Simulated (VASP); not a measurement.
# GeSb4Te7 (P-3m1) in VASP: single point with PBE

Aim: the single point of GeSb4Te7 with PBE.

Program: VASP 6.6.1. These are calculated values, not measurements. Logs are shortened: lines on timing, memory, paths and dates and some standing lists are left out, and cuts for length are marked.

### 1 The cell of the first run

Symmetry: P-3m1, No. 164, trigonal system. Conventional cell: a = 4.266 Å, b = 4.266 Å, c = 24.224 Å, α = 90.00°, β = 90.00°, γ = 120.00°. Within 3.9 Å of Ge (site symmetry -3m) lie 6 Te at 2.98 Å. Within 3.9 Å of Sb (site symmetry 3m) lie 6 Te at 3.00 to 3.16 Å. Sb (site symmetry 3m) has 6 Te at 2.99 to 3.18 Å within 3.9 Å. Within 4.0 Å of Te (site symmetry 3m) lie 3 Sb at 3.00 Å and 3 Te at 3.92 Å. Within 4.0 Å of Te (site symmetry 3m) lie 3 Sb at 2.99 Å and 3 Te at 3.92 Å. Within 3.9 Å of Te (site symmetry 3m) lie 3 Ge at 2.98 Å and 3 Sb at 3.18 Å. Te (site symmetry -3m) has 6 Sb at 3.16 Å and 12 Te at 4.27 to 4.43 Å within 4.5 Å.

### 2 Single point, PBE

File INCAR:

```
SYSTEM = GeSb4Te7
ALGO     = Normal         ! electronic algorithm
EDIFF    = 1E-7           ! SCF threshold, eV
ENCUT    = 520            ! plane-wave cutoff, eV
GGA      = PE             ! functional
ISIF     = 2              ! what is computed and relaxed
ISMEAR   = 0              ! smearing method
LASPH    = .True.         ! aspherical terms in the spheres
LCHARG   = .False.        ! write CHGCAR
LREAL    = .False.        ! projectors in reciprocal space
LWAVE    = .False.        ! write WAVECAR
NBANDS   = 50             ! bands
NELM     = 100            ! most SCF steps
PREC     = Accurate       ! precision mode
SIGMA    = 0.01           ! smearing width, eV
```

File KPOINTS:

```
k-points
0
Gamma
  12 12 2
  0 0 0
```

File POSCAR:

```
GeSb4Te7
1.0
    4.2656563157      0.0000000000      0.0000000000
   -2.1328281578      3.6941667332      0.0000000000
    0.0000000000      0.0000000000     24.2241407580
Ge Sb Te
1 4 7
Direct
    0.0000000000      0.0000000000      0.5000000000
    0.6666666667      0.3333333333      0.9182116933
    0.3333333333      0.6666666667      0.3480242700
    0.3333333333      0.6666666667      0.0817883067
    0.6666666667      0.3333333333      0.6519757300
    0.3333333333      0.6666666667      0.8477998490
    0.6666666667      0.3333333333      0.1522001510
    0.0000000000      0.0000000000      0.7219454116
    0.6666666667      0.3333333333      0.4308888126
    0.3333333333      0.6666666667      0.5691111874
    0.0000000000      0.0000000000      0.0000000000
    0.0000000000      0.0000000000      0.2780545884
```

Potentials or basis: VASP PAW PBE potentials, release 64 (Ge_d, Sb, Te).

The run is started by

```
$ cat potpaw_PBE.64/Ge_d/POTCAR potpaw_PBE.64/Sb/POTCAR potpaw_PBE.64/Te/POTCAR > POTCAR
$ mpirun -np 1 vasp_std > vasp.out
```

OUTCAR:

```text
SYSTEM = GeSb4Te7
   EDIFF = 1E-7
   ENCUT = 520
   GGA = PE
   ISIF = 2
   ISMEAR = 0
   LASPH = .True.
   LREAL = .False.
   NELM = 100
   PREC = Accurate

 ion  position               nearest neighbor table
   1  0.000  0.000  0.500-   9 2.98  10 2.98  10 2.98   9 2.98   9 2.98  10 2.98
   2  0.667  0.333  0.918-   6 3.00   6 3.00   6 3.00  11 3.16  11 3.16  11 3.16
   3  0.333  0.667  0.348-  12 2.99  12 2.99  12 2.99   9 3.18   9 3.18   9 3.18
   4  0.333  0.667  0.082-   7 3.00   7 3.00   7 3.00  11 3.16  11 3.16  11 3.16
   5  0.667  0.333  0.652-   8 2.99   8 2.99   8 2.99  10 3.18  10 3.18  10 3.18
   6  0.333  0.667  0.848-   2 3.00   2 3.00   2 3.00
   7  0.667  0.333  0.152-   4 3.00   4 3.00   4 3.00
   8  0.000  0.000  0.722-   5 2.99   5 2.99   5 2.99
   9  0.667  0.333  0.431-   1 2.98   1 2.98   1 2.98   3 3.18   3 3.18   3 3.18
  10  0.333  0.667  0.569-   1 2.98   1 2.98   1 2.98   5 3.18   5 3.18   5 3.18
  11  0.000  0.000  0.000-   2 3.16   4 3.16   4 3.16   2 3.16   2 3.16   4 3.16
  12  0.000  0.000  0.278-   3 2.99   3 2.99   3 2.99

  LATTYP: Found a hexagonal cell.
 ALAT       =     4.2656563157
 C/A-ratio  =     5.6788777541

  Lattice vectors:

 A1 = (   4.2656563157,   0.0000000000,   0.0000000000)
 A2 = (  -2.1328281578,   3.6941667332,   0.0000000000)
 A3 = (   0.0000000000,   0.0000000000,  24.2241407580)

Analysis of symmetry for initial positions (statically):
=====================================================================
 Subroutine PRICEL returns:
 Original cell was already a primitive cell.

 Routine SETGRP: Setting up the symmetry group for a
 hexagonal supercell.

 Subroutine GETGRP returns: Found 12 space group operations
 (whereof 12 operations were pure point group operations)
 out of a pool of 24 trial point group operations.

The static configuration has the point symmetry D_3d.

Analysis of symmetry for dynamics (positions and initial velocities):
=====================================================================
 Subroutine PRICEL returns:
 Original cell was already a primitive cell.

 Routine SETGRP: Setting up the symmetry group for a
 hexagonal supercell.

 Subroutine GETGRP returns: Found 12 space group operations
 (whereof 12 operations were pure point group operations)
 out of a pool of 24 trial point group operations.

The dynamic configuration has the point symmetry D_3d.

 Subroutine INISYM returns: Found 12 space group operations
 (whereof 12 operations are pure point group operations),
 and found     1 'primitive' translations

----------------------------------------------------------------------------------------

                                     Primitive cell

  volume of cell :     381.7251

  direct lattice vectors                    reciprocal lattice vectors
     4.265656316  0.000000000  0.000000000     0.234430513  0.135348520  0.000000000
    -2.132828158  3.694166733  0.000000000     0.000000000  0.270697040  0.000000000
     0.000000000  0.000000000 24.224140758     0.000000000  0.000000000  0.041281134

  length of vectors
     4.265656316  4.265656316 24.224140758     0.270697040  0.270697040  0.041281134

  position of ions in fractional coordinates (direct lattice)
     0.000000000  0.000000000  0.500000000
     0.666666667  0.333333333  0.918211693
     0.333333333  0.666666667  0.348024270
     0.333333333  0.666666667  0.081788307
     0.666666667  0.333333333  0.651975730
     0.333333333  0.666666667  0.847799849
     0.666666667  0.333333333  0.152200151
     0.000000000  0.000000000  0.721945412
     0.666666667  0.333333333  0.430888813
     0.333333333  0.666666667  0.569111187
     0.000000000  0.000000000  0.000000000
     0.000000000  0.000000000  0.278054588

  ion indices of the primitive-cell ions
   primitive index   ion index
                 1           1
                 2           2
                 3           3
                 4           4
                 5           5
                 6           6
                 7           7
                 8           8
                 9           9
                10          10
                11          11
                12          12

----------------------------------------------------------------------------------------

 KPOINTS: k-points

Automatic generation of k-mesh.
 Grid dimensions read from file:
 generate k-points for:   12   12    2

 Generating k-lattice:

  Cartesian coordinates                     Fractional coordinates (reciprocal lattice)
     0.019535876  0.011279043  0.000000000     0.083333333  0.000000000  0.000000000
     0.000000000  0.022558087  0.000000000     0.000000000  0.083333333  0.000000000
     0.000000000  0.000000000  0.020640567     0.000000000  0.000000000  0.500000000

  Length of vectors
     0.022558087  0.022558087  0.020640567

  Shift w.r.t. Gamma in fractional coordinates (k-lattice)
     0.000000000  0.000000000  0.000000000

 Subroutine IBZKPT returns following result:
 ===========================================

 Found     38 irreducible k-points:

 Following reciprocal coordinates:
            Coordinates               Weight
  0.000000  0.000000  0.000000      1.000000
  0.083333  0.000000  0.000000      6.000000
  0.166667 -0.000000  0.000000      6.000000
  0.250000 -0.000000  0.000000      6.000000
  0.333333  0.000000  0.000000      6.000000
  0.416667 -0.000000  0.000000      6.000000
[... 16 lines left out ...]
  0.250000 -0.000000  0.500000      6.000000
  0.333333  0.000000  0.500000      6.000000
 [... further k-points ...]
   k-points           NKPTS =     38   k-points in BZ     NKDIM =     38   number of bands    NBANDS=     50
   number of dos      NEDOS =    301   number of ions     NIONS =     12
   total plane-waves  NPLWV = 184320
   dimension x,y,z NGX =    32 NGY =   32 NGZ =  180
   dimension x,y,z NGXF=    64 NGYF=   64 NGZF=  360
   ions per type =               1   4   7
   NGX,Y,Z   is equivalent  to a cutoff of  12.47, 12.47, 12.35 a.u.
   NGXF,Y,Z  is equivalent  to a cutoff of  24.94, 24.94, 24.71 a.u.
 SYSTEM =  GeSb4Te7
   PREC   = accura    normal or accurate (medium, high low for compatibility)
   ISTART =      0    job   : 0-new  1-cont  2-samecut
   ICHARG =      2    charge: 1-file 2-atom 10-const
   ISPIN  =      1    spin polarized calculation?
   LNONCOLLINEAR =      F non collinear calculations
   LSORBIT =      F    spin-orbit coupling
   LASPH  =      T    aspherical Exc in radial PAW
   ENCUT  =  520.0 eV  38.22 Ry    6.18 a.u.   7.93  7.93 45.04*2*pi/ulx,y,z
   NELM   =    100;   NELMIN=  2; NELMDL= -5     # of ELM steps
   EDIFF  = 0.1E-06   stopping-criterion for ELM
   LREAL  =      F    real-space projection
   EDIFFG = 0.1E-05   stopping-criterion for IOM
   NSW    =      0    number of steps for IOM
   IBRION =     -1    ionic relax: 0-MD 1-quasi-New 2-CG
   NFREE  =      0    steps in history (QN), initial steepest desc. (CG)
   ISIF   =      2    stress and relaxation
   ISYM   =      2    0-nonsym 1-usesym 2-fastsym
   POTIM  = 0.5000    time-step for ionic-motion
   TEBEG  =    0.0;   TEEND  =   0.0 temperature during run
   PSTRESS=    0.0 pullay stress
   NELECT =      76.0000    total number of electrons
   NUPDOWN=      -1.0000    fix difference up-down
   EMIN   =  10.00;   EMAX   =-10.00  energy-range for DOS
   EFERMI =   0.00;   METHOD = LEGACY
   ISMEAR =     0;   SIGMA  =   0.01  broadening in eV -4-tet -1-fermi 0-gaus
   EFERMI_NEDOS =   21; number of points for ismear=-14 and -15
   IALGO  =     38    algorithm
   IMIX   =      4    mixing-type and parameters
     AMIX     =   0.40;   BMIX     =  1.00
     AMIX_MAG =   1.60;   BMIX_MAG =  1.00
  volume/ion in A,a.u.               =      31.81       214.67
  Fermi-wavevector in a.u.,A,eV,Ry     =   0.955937  1.806458 12.433206  0.913815
  Thomas-Fermi vector in A             =   2.084819
   LORBIT       =      0    0 simple, 1 ext, 2 COOP (PROOUT), +10 PAW based schemes
   GGA     = PE    functional components
   LHFCALC =     F    Hartree Fock is set to
   AEXX    =    0.0000 exact exchange contribution
   IVDW    =     0    specifies the selected vdW correction
   LEPSILON=     F    determine dielectric tensor
   LRPA    =     F    only Hartree local field effects (RPA)
 non-spin polarized calculation
 Gauss-broadening in eV      SIGMA  =   0.01
  energy-cutoff  :      520.00
  volume of cell :      381.73
 maximum number of plane-waves:     10344
 NGX is ok and might be reduce to    32
   NGX = 15   NGY = 15   NGZ = 91

 number of electron      76.0000004 magnetization

 Free energy of the ion-electron system (eV)
  ---------------------------------------------------
  ext. energy  EPLUGINS =         0.00000000
  ---------------------------------------------------
  free energy    TOTEN  =       -44.47557745 eV

  energy without entropy =      -44.47557745  energy(sigma->0) =      -44.47557745

 E-fermi :   6.3170     XC(G=0):  -9.2622

 val. band max:        6.2677659630   @ k =   0.0000   0.0000   0.5000
 cond. band min:       6.5757513380   @ k =   0.0000   0.0000   0.5000
 fundamental gap:      0.3079853750
 Fermi energy:         6.3170477822

 k-point     1 :       0.0000    0.0000    0.0000
  band No.  band energies     occupation
      1     -18.5729      2.00000
      2     -18.5729      2.00000
      3     -18.5684      2.00000
      4     -18.5657      2.00000
      5     -18.5657      2.00000
      6      -6.9138      2.00000
[... 42 lines left out ...]
     49       7.9769      0.00000
     50       8.0508      0.00000
[... 1217 lines left out ...]
     49       9.2382      0.00000
     50       9.4407      0.00000

 [... further k-points ...]

------------------------ aborting loop because EDIFF is reached ----------------------------------------

  FORCE on cell =-STRESS in cart. coord.  units (eV):
  Direction    XX          YY          ZZ          XY          YZ          ZX
  --------------------------------------------------------------------------------------
  -------------------------------------------------------------------------------------
  Total        4.0405002      4.0405002      3.6127152      0.0000000      0.0000000     -0.0000000
  in kB       16.9587946     16.9587946     15.1632946      0.0000000      0.0000000     -0.0000000
  external PRESSURE =      16.3602946 kB  Pullay stress =       0.0000000 kB

 VOLUME and BASIS-vectors are now :
 -----------------------------------------------------------------------------
  energy-cutoff  :      520.00
  volume of cell :      381.73
      direct lattice vectors                 reciprocal lattice vectors
     4.265656316  0.000000000  0.000000000     0.234430513  0.135348520  0.000000000
    -2.132828158  3.694166733  0.000000000     0.000000000  0.270697040  0.000000000
     0.000000000  0.000000000 24.224140758     0.000000000  0.000000000  0.041281134

 POSITION                                       TOTAL-FORCE (eV/Angst)
 -----------------------------------------------------------------------------------
      0.00000      0.00000     12.11207         0.000000      0.000000      0.000000
      2.13283      1.23139     22.24289         0.000000     -0.000000      0.056451
     -0.00000      2.46278      8.43059         0.000000     -0.000000      0.100160
     -0.00000      2.46278      1.98125        -0.000000      0.000000     -0.056451
      2.13283      1.23139     15.79355        -0.000000      0.000000     -0.100160
     -0.00000      2.46278     20.53722         0.000000      0.000000     -0.175996
      2.13283      1.23139      3.68692         0.000000      0.000000      0.175996
      0.00000      0.00000     17.48851         0.000000     -0.000000      0.205717
      2.13283      1.23139     10.43791        -0.000000     -0.000000     -0.030880
     -0.00000      2.46278     13.78623        -0.000000      0.000000      0.030880
      0.00000      0.00000      0.00000         0.000000      0.000000      0.000000
      0.00000      0.00000      6.73563         0.000000      0.000000     -0.205717
 -----------------------------------------------------------------------------------
    total drift:                                0.000000      0.000000      0.000000

  FREE ENERGIE OF THE ION-ELECTRON SYSTEM (eV)
  ---------------------------------------------------
  free  energy   TOTEN  =       -44.4755774525 eV

  energy  without entropy=      -44.4755774525  energy(sigma->0) =      -44.47557745
```

Run time: 18 min. Hardware: 1 thread of Intel Xeon Platinum 8488C (Sapphire Rapids), shared host; peak memory 0.86 GiB.

What came out:

- Free energy: -44.4756 eV
- Pressure: 1.6 GPa
- Largest force: 0.206 eV/Å
- Band gap on the k mesh: 0.31 eV

Forces in eV/Å, atoms in the order of the input:
```
Ge   0.000  0.000  0.000
Sb   0.000  0.000  0.056
Sb   0.000  0.000  0.100
Sb   0.000  0.000 -0.056
Sb   0.000  0.000 -0.100
Te   0.000  0.000 -0.176
Te   0.000  0.000  0.176
Te   0.000  0.000  0.206
Te   0.000  0.000 -0.031
Te   0.000  0.000  0.031
Te   0.000  0.000  0.000
Te   0.000  0.000 -0.206
```

Levels at points of the mesh, in eV from the valence-band top:
| k point | band 35 | band 36 | band 37 | band 38 | band 39 | band 40 | band 41 | band 42 |
| --- | --- | --- | --- | --- | --- | --- | --- | --- |
| (0.00, 0.00, 0.00) | -1.17 | -1.13 | -0.30 | -0.10 | 0.45 | 0.49 | 0.53 | 0.53 |
| (0.50, 0.00, 0.00) | -1.44 | -1.38 | -1.06 | -0.94 | 0.77 | 0.77 | 1.08 | 1.24 |
| (0.00, 0.00, 0.50) | -1.16 | -0.94 | -0.38 | 0.00 | 0.31 | 0.46 | 0.46 | 0.59 |
| (0.50, 0.00, 0.50) | -1.55 | -1.28 | -1.10 | -0.64 | 0.45 | 0.68 | 0.92 | 1.10 |

Caveat: semilocal functionals underestimate gaps, and a narrow one can read as zero; spin-orbit coupling is left out, which moves the levels of the heavy elements; this functional lacks dispersion, which binds layers or chains, so the pressure and a relaxed spacing across them are unreliable.
